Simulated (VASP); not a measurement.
# Zr3S2 (Cmc2_1) in VASP: relaxation of cell and atoms with PBE

Aim: the relaxation of cell and atoms of Zr3S2 with PBE.

Everything below comes from runs of VASP 6.6.1. Logs are shortened: lines on timing, memory, paths and dates and some standing lists are left out, and cuts for length are marked.

**1. The cell of the first run**

The structure is orthorhombic, space group Cmc2_1 (No. 36). The conventional cell has a = 6.704 Å, b = 9.094 Å, c = 6.855 Å, α = 90.00°, β = 90.00°, γ = 90.00°. Within 2.5 Å of Zr (site symmetry 1) lie 1 Zr at 1.91 Å. Within 2.5 Å of Zr (site symmetry m) lie 2 Zr at 1.91 Å. S (site symmetry m) has 10 Zr at 2.98 to 3.77 Å and 7 S at 3.29 to 4.03 Å within 4.1 Å. S (site symmetry m) has 11 Zr at 2.85 to 3.83 Å and 7 S at 3.29 to 4.03 Å within 4.1 Å.

**2. Relaxation of cell and atoms, PBE**

File INCAR:

```
PREC     = Accurate       # precision mode
ENCUT    = 600            # plane-wave cutoff, eV
EDIFF    = 1E-7           # SCF threshold, eV
ISMEAR   = 0              # smearing method
SIGMA    = 0.1            # smearing width, eV
LREAL    = False          # projectors in reciprocal space
LASPH    = True           # aspherical terms in the spheres
NELM     = 100            # most SCF steps
ALGO     = Normal         # electronic algorithm
ISIF     = 3              # what is computed and relaxed
LWAVE    = False          # write WAVECAR
LCHARG   = False          # write CHGCAR
GGA      = PE             # functional
IBRION   = 2              # ionic algorithm
NSW      = 90             # ionic steps
EDIFFG   = -0.04          # ionic threshold
```

File KPOINTS:

```
regular mesh
0
Gamma
  4 4 4
```

File POSCAR:

```
Zr3S2
1.0
    3.3520961899     -4.5468164764      0.0000000000
    3.3520961899      4.5468164764      0.0000000000
    0.0000000000      0.0000000000      6.8546216519
Zr S
6 4
Direct
    0.3873000000      0.0663000000      0.0000000000
    0.6127000000      0.9337000000      0.5000000000
    0.9337000000      0.6127000000      0.0000000000
    0.0663000000      0.3873000000      0.5000000000
    0.2059000000      0.7941000000      0.1577000000
    0.7941000000      0.2059000000      0.6577000000
    0.4268000000      0.5732000000      0.8371000000
    0.5732000000      0.4268000000      0.3371000000
    0.8943000000      0.1057000000      0.1145000000
    0.1057000000      0.8943000000      0.6145000000
```

Potentials or basis: VASP PAW PBE potentials, release 64 (Zr_sv, S).

Launch:

```console
cat potpaw_PBE.64/Zr_sv/POTCAR potpaw_PBE.64/S/POTCAR > POTCAR
mpirun -np 1 vasp_std > vasp.out
```

OUTCAR:

```text
PREC = Accurate
   ENCUT = 600
   EDIFF = 1E-7
   ISMEAR = 0
   LREAL = False
   LASPH = True
   NELM = 100
   ISIF = 3
   GGA = PE
   IBRION = 2
   NSW = 90
   EDIFFG = -0.04

 ion  position               nearest neighbor table
   1  0.387  0.066  0.000-   5 1.91   9 2.91   9 2.96   7 3.02   3 3.04   8 3.05   7 3.07  10 3.09
                             6 3.21   3 3.66   2 3.81   2 3.81
   2  0.613  0.934  0.500-   6 1.91  10 2.91  10 2.96   8 3.02   4 3.04   7 3.05   8 3.07   9 3.09
                             5 3.21   4 3.66   1 3.81   1 3.81
   3  0.934  0.613  0.000-   5 1.91   9 2.91   9 2.96   7 3.02   1 3.04   8 3.05   7 3.07  10 3.09
                             6 3.21   1 3.66   4 3.81   4 3.81
   4  0.066  0.387  0.500-   6 1.91  10 2.91  10 2.96   8 3.02   2 3.04   7 3.05   8 3.07   9 3.09
                             5 3.21   2 3.66   3 3.81   3 3.81
   5  0.206  0.794  0.158-   1 1.91   3 1.91   9 2.85   7 2.98   2 3.21   4 3.21  10 3.26
   6  0.794  0.206  0.658-   2 1.91   4 1.91  10 2.85   8 2.98   3 3.21   1 3.21   9 3.26
   7  0.427  0.573  0.837-   5 2.98   3 3.02   1 3.02   2 3.05   4 3.05   3 3.07   1 3.07
   8  0.573  0.427  0.337-   6 2.98   2 3.02   4 3.02   1 3.05   3 3.05   2 3.07   4 3.07
   9  0.894  0.106  0.114-   5 2.85   3 2.91   1 2.91   1 2.96   3 2.96   2 3.09   4 3.09   6 3.26

  10  0.106  0.894  0.614-   6 2.85   2 2.91   4 2.91   2 2.96   4 2.96   3 3.09   1 3.09   5 3.26

 -----------------------------------------------------------------------------
|                                                                             |
|           W    W    AA    RRRRR   N    N  II  N    N   GGGG   !!!           |
|           W    W   A  A   R    R  NN   N  II  NN   N  G    G  !!!           |
|           W    W  A    A  R    R  N N  N  II  N N  N  G       !!!           |
|           W WW W  AAAAAA  RRRRR   N  N N  II  N  N N  G  GGG   !            |
|           WW  WW  A    A  R   R   N   NN  II  N   NN  G    G                |
|           W    W  A    A  R    R  N    N  II  N    N   GGGG   !!!           |
|                                                                             |
|     The distance between some ions is very small. Please check the          |
|     nearest-neighbor list in the OUTCAR file.                               |
|     I HOPE YOU KNOW WHAT YOU ARE DOING!                                     |
|                                                                             |
 -----------------------------------------------------------------------------

  LATTYP: Found a base centered orthorhombic cell.
 ALAT       =     6.7041923798
 B/A-ratio  =     1.3564099056
 C/A-ratio  =     1.0224380900

  Lattice vectors:

 A1 = (   3.3520961899,  -4.5468164764,   0.0000000000)
 A2 = (   3.3520961899,   4.5468164764,   0.0000000000)
 A3 = (   0.0000000000,   0.0000000000,   6.8546216519)

Analysis of symmetry for initial positions (statically):
=====================================================================
 Subroutine PRICEL returns:
 Original cell was already a primitive cell.

 Routine SETGRP: Setting up the symmetry group for a
 base centered orthorhombic supercell.

 Subroutine GETGRP returns: Found  4 space group operations
 (whereof  2 operations were pure point group operations)
 out of a pool of  8 trial point group operations.

The static configuration has the point symmetry C_1h.
 The point group associated with its full space group is C_2v.

Analysis of symmetry for dynamics (positions and initial velocities):
=====================================================================
 Subroutine PRICEL returns:
 Original cell was already a primitive cell.

 Routine SETGRP: Setting up the symmetry group for a
 base centered orthorhombic supercell.

 Subroutine GETGRP returns: Found  4 space group operations
 (whereof  2 operations were pure point group operations)
 out of a pool of  8 trial point group operations.

The dynamic configuration has the point symmetry C_1h.
 The point group associated with its full space group is C_2v.

 Subroutine INISYM returns: Found  4 space group operations
 (whereof  2 operations are pure point group operations),
 and found     1 'primitive' translations

----------------------------------------------------------------------------------------

                                     Primitive cell

  volume of cell :     208.9476

  direct lattice vectors                    reciprocal lattice vectors
     3.352096190 -4.546816476  0.000000000     0.149160397 -0.109967051  0.000000000
     3.352096190  4.546816476  0.000000000     0.149160397  0.109967051  0.000000000
     0.000000000  0.000000000  6.854621652     0.000000000  0.000000000  0.145886972

  length of vectors
     5.648901569  5.648901569  6.854621652     0.185314804  0.185314804  0.145886972

  position of ions in fractional coordinates (direct lattice)
     0.387300000  0.066300000  0.000000000
     0.612700000  0.933700000  0.500000000
     0.933700000  0.612700000  0.000000000
     0.066300000  0.387300000  0.500000000
     0.205900000  0.794100000  0.157700000
     0.794100000  0.205900000  0.657700000
     0.426800000  0.573200000  0.837100000
     0.573200000  0.426800000  0.337100000
     0.894300000  0.105700000  0.114500000
     0.105700000  0.894300000  0.614500000

  ion indices of the primitive-cell ions
   primitive index   ion index
                 1           1
                 2           2
                 3           3
                 4           4
                 5           5
                 6           6
                 7           7
                 8           8
                 9           9
                10          10

----------------------------------------------------------------------------------------

 KPOINTS: regular mesh

Automatic generation of k-mesh.
 Grid dimensions read from file:
 generate k-points for:    4    4    4

 Generating k-lattice:

  Cartesian coordinates                     Fractional coordinates (reciprocal lattice)
     0.037290099 -0.027491763  0.000000000     0.250000000  0.000000000  0.000000000
     0.037290099  0.027491763  0.000000000     0.000000000  0.250000000  0.000000000
     0.000000000  0.000000000  0.036471743     0.000000000  0.000000000  0.250000000

  Length of vectors
     0.046328701  0.046328701  0.036471743

  Shift w.r.t. Gamma in fractional coordinates (k-lattice)
     0.000000000  0.000000000  0.000000000

 Subroutine IBZKPT returns following result:
 ===========================================

 Found     21 irreducible k-points:

 Following reciprocal coordinates:
            Coordinates               Weight
  0.000000  0.000000  0.000000      1.000000
  0.250000  0.000000  0.000000      4.000000
  0.500000  0.000000  0.000000      2.000000
  0.250000  0.250000  0.000000      2.000000
  0.500000  0.250000  0.000000      4.000000
 -0.250000  0.250000  0.000000      2.000000
[... 13 lines left out ...]
 -0.250000  0.250000  0.500000      2.000000
  0.500000  0.500000  0.500000      1.000000
   k-points           NKPTS =     21   k-points in BZ     NKDIM =     21   number of bands    NBANDS=     57
   number of dos      NEDOS =    301   number of ions     NIONS =     10
   total plane-waves  NPLWV = 129024
   dimension x,y,z NGX =    48 NGY =   48 NGZ =   56
   dimension x,y,z NGXF=    96 NGYF=   96 NGZF=  112
   ions per type =               6   4
   NGX,Y,Z   is equivalent  to a cutoff of  14.13, 14.13, 13.58 a.u.
   NGXF,Y,Z  is equivalent  to a cutoff of  28.25, 28.25, 27.16 a.u.
 SYSTEM =  unknown system
   PREC   = accura    normal or accurate (medium, high low for compatibility)
   ISTART =      0    job   : 0-new  1-cont  2-samecut
   ICHARG =      2    charge: 1-file 2-atom 10-const
   ISPIN  =      1    spin polarized calculation?
   LNONCOLLINEAR =      F non collinear calculations
   LSORBIT =      F    spin-orbit coupling
   LASPH  =      T    aspherical Exc in radial PAW
   ENCUT  =  600.0 eV  44.10 Ry    6.64 a.u.  11.28 11.28 13.69*2*pi/ulx,y,z
   NELM   =    100;   NELMIN=  2; NELMDL= -5     # of ELM steps
   EDIFF  = 0.1E-06   stopping-criterion for ELM
   LREAL  =      F    real-space projection
   EDIFFG = -.4E-01   stopping-criterion for IOM
   NSW    =     90    number of steps for IOM
   IBRION =      2    ionic relax: 0-MD 1-quasi-New 2-CG
   NFREE  =      1    steps in history (QN), initial steepest desc. (CG)
   ISIF   =      3    stress and relaxation
   ISYM   =      2    0-nonsym 1-usesym 2-fastsym
   POTIM  = 0.5000    time-step for ionic-motion
   TEBEG  =    0.0;   TEEND  =   0.0 temperature during run
   PSTRESS=    0.0 pullay stress
   NELECT =      96.0000    total number of electrons
   NUPDOWN=      -1.0000    fix difference up-down
   EMIN   =  10.00;   EMAX   =-10.00  energy-range for DOS
   EFERMI =   0.00;   METHOD = LEGACY
   ISMEAR =     0;   SIGMA  =   0.10  broadening in eV -4-tet -1-fermi 0-gaus
   EFERMI_NEDOS =   21; number of points for ismear=-14 and -15
   IALGO  =     38    algorithm
   IMIX   =      4    mixing-type and parameters
     AMIX     =   0.40;   BMIX     =  1.00
     AMIX_MAG =   1.60;   BMIX_MAG =  1.00
  volume/ion in A,a.u.               =      20.89       141.00
  Fermi-wavevector in a.u.,A,eV,Ry     =   1.263241  2.387179 21.711866  1.595777
  Thomas-Fermi vector in A             =   2.396608
   LORBIT       =      0    0 simple, 1 ext, 2 COOP (PROOUT), +10 PAW based schemes
   GGA     = PE    functional components
   LHFCALC =     F    Hartree Fock is set to
   AEXX    =    0.0000 exact exchange contribution
   IVDW    =     0    specifies the selected vdW correction
   LEPSILON=     F    determine dielectric tensor
   LRPA    =     F    only Hartree local field effects (RPA)
 conjugate gradient relaxation of ions
 non-spin polarized calculation
 Gauss-broadening in eV      SIGMA  =   0.10
  energy-cutoff  :      600.00
  volume of cell :      208.95
 maximum number of plane-waves:      7012
 NGX is ok and might be reduce to    48
   NGX = 23   NGY = 23   NGZ = 27

--------------------------------------- Ionic step        1  -------------------------------------------

 number of electron      95.9999999 magnetization

 Free energy of the ion-electron system (eV)
  ---------------------------------------------------
  ext. energy  EPLUGINS =         0.00000000
  ---------------------------------------------------
  free energy    TOTEN  =       -54.73652818 eV

  energy without entropy =      -54.71954827  energy(sigma->0) =      -54.72803822

------------------------ aborting loop because EDIFF is reached ----------------------------------------

  FORCE on cell =-STRESS in cart. coord.  units (eV):
  Direction    XX          YY          ZZ          XY          YZ          ZX
  --------------------------------------------------------------------------------------
  -------------------------------------------------------------------------------------
  Total       84.2139292     -3.0949866     32.0091780      0.0000000      0.0000000      0.0000000
  in kB      645.7391710    -23.7318710    245.4413448      0.0000000      0.0000000      0.0000000
  external PRESSURE =     289.1495483 kB  Pullay stress =       0.0000000 kB
[... 3917 lines left out ...]
     56      11.8110      0.00000
     57      12.5525      0.00000

[... ionic steps 4 to 46 ...]

--------------------------------------- Ionic step       47  -------------------------------------------

 number of electron      96.0000001 magnetization

------------------------ aborting loop because EDIFF is reached ----------------------------------------

  FORCE on cell =-STRESS in cart. coord.  units (eV):
  Direction    XX          YY          ZZ          XY          YZ          ZX
  --------------------------------------------------------------------------------------
  -------------------------------------------------------------------------------------
  Total       -0.0739412      0.0197243      0.0281442      0.0000000      0.0000000      0.0000000
  in kB       -0.5795076      0.1545872      0.2205777      0.0000000      0.0000000      0.0000000
  external PRESSURE =      -0.0681142 kB  Pullay stress =       0.0000000 kB
[... 73 lines left out ...]
  energy  without entropy=      -75.9377658271  energy(sigma->0) =      -75.95753231

--------------------------------------- Ionic step       49  -------------------------------------------

 number of electron      96.0000000 magnetization

 Free energy of the ion-electron system (eV)
  ---------------------------------------------------
  ext. energy  EPLUGINS =         0.00000000
  ---------------------------------------------------
  free energy    TOTEN  =       -75.97781330 eV

  energy without entropy =      -75.93827276  energy(sigma->0) =      -75.95804303

 E-fermi :   8.9123     XC(G=0): -10.8673

 val. band max:        8.9084280581   @ k =   0.2500   0.2500   0.2500
 cond. band min:       8.9180814398   @ k =   0.2500   0.0000   0.0000
 fundamental gap:      0.0096533817
 Fermi energy:         8.9123245363

 k-point     1 :       0.0000    0.0000    0.0000
  band No.  band energies     occupation
      1     -40.4184      2.00000
      2     -40.4022      2.00000
      3     -40.3376      2.00000
      4     -40.3375      2.00000
      5     -39.9201      2.00000
      6     -39.9064      2.00000
[... 1219 lines left out ...]
     26      -5.1300      2.00000
     27      -4.5679      2.0000
```

Wall time 2.6 h (1 thread of Intel Xeon Platinum 8488C (Sapphire Rapids), shared host); peak memory 0.49 GiB.

Results:

```yaml
Free_energy: -75.9778 eV
Relaxed_volume: 20.45 Å³/atom
Relaxed_cell: a = 5.341 Å, b = 5.341 Å, c = 7.565 Å, α = 90.00°, β = 90.00°, γ = 71.45°
Space_group_after_relaxing_to_0.1_Å: Cmce (No. 64)
Energy_gained_by_relaxing: 2124.1 meV/atom
Ionic_steps: 49
Pressure_after_relaxing: -0.1 GPa
Largest_force_after_relaxing: 0.038 eV/Å
Band_gap_on_the_k_mesh: zero (bands 48 and 49 overlap by 0.33 eV)
```

Forces in eV/Å, atoms in the order of the input:
```
Zr  -0.008  0.001 -0.013
Zr   0.008 -0.001 -0.013
Zr   0.008  0.001 -0.013
Zr  -0.008 -0.001 -0.013
Zr   0.000  0.003 -0.014
Zr   0.000 -0.003 -0.014
S    0.000 -0.005  0.006
S    0.000  0.005  0.006
S    0.000  0.016  0.034
S    0.000 -0.016  0.034
```

The path:
| step | energy change (eV) | largest force (eV/Å) | pressure (GPa) | volume (Å³) |
| --- | --- | --- | --- | --- |
| 1 | 0.0000 | 21.3948 | 28.91 | 208.95 |
| 3 | -6.2565 | 4.0241 | -5.04 | 315.34 |
| 5 | -13.5182 | 0.7336 | -11.20 | 253.73 |
| 7 | -13.8774 | 0.6600 | -10.00 | 242.59 |
| 9 | -16.5035 | 1.4010 | 2.86 | 197.82 |
| 11 | -17.8466 | 3.7971 | 12.75 | 181.38 |
| 13 | -19.1904 | 1.4652 | -2.35 | 203.36 |
| 15 | -19.8653 | 1.1199 | -2.35 | 204.83 |
| 17 | -20.4715 | 0.7003 | 1.07 | 200.09 |
| 19 | -20.9933 | 0.6871 | 0.34 | 202.82 |
| 21 | -21.0547 | 0.4096 | -0.68 | 205.00 |
| 23 | -21.1301 | 0.2179 | -0.40 | 204.86 |
| 25 | -21.1461 | 0.1665 | -0.15 | 204.24 |
| 27 | -21.1620 | 0.1549 | 0.15 | 203.41 |
| 29 | -21.1863 | 0.1943 | 0.21 | 203.04 |
| 31 | -21.2028 | 0.1595 | 1.08 | 201.59 |
| 33 | -21.2140 | 0.2287 | -0.22 | 204.21 |
| 35 | -21.2235 | 0.1817 | 0.13 | 203.52 |
| 37 | -21.2259 | 0.0904 | -1.13 | 206.40 |
| 39 | -21.2328 | 0.0858 | -0.39 | 204.83 |
| 41 | -21.2362 | 0.0709 | 0.07 | 204.21 |
| 43 | -21.2376 | 0.0917 | -0.15 | 204.88 |
| 45 | -21.2390 | 0.0433 | 0.01 | 204.48 |
| 47 | -21.2402 | 0.0586 | -0.01 | 204.43 |
| 49 | -21.2413 | 0.0377 | -0.14 | 204.55 |

Final structure:
```yaml
crystal:
  lattice:
    - [4.33564, -3.11832, 0.00000]
    - [4.33564, 3.11832, 0.00000]
    - [0.00000, 0.00000, 7.56458]
  atoms:
    - { symbol: Zr, position: [0.37490, 0.12810, 0.97391] }
    - { symbol: Zr, position: [0.62510, 0.87190, 0.47391] }
    - { symbol: Zr, position: [0.87190, 0.62510, 0.97391] }
    - { symbol: Zr, position: [0.12810, 0.37490, 0.47391] }
    - { symbol: Zr, position: [0.25030, 0.74970, 0.22125] }
    - { symbol: Zr, position: [0.74970, 0.25030, 0.72125] }
    - { symbol: S, position: [0.38692, 0.61308, 0.89932] }
    - { symbol: S, position: [0.61308, 0.38692, 0.39932] }
    - { symbol: S, position: [0.88943, 0.11057, 0.04091] }
    - { symbol: S, position: [0.11057, 0.88943, 0.54091] }
```
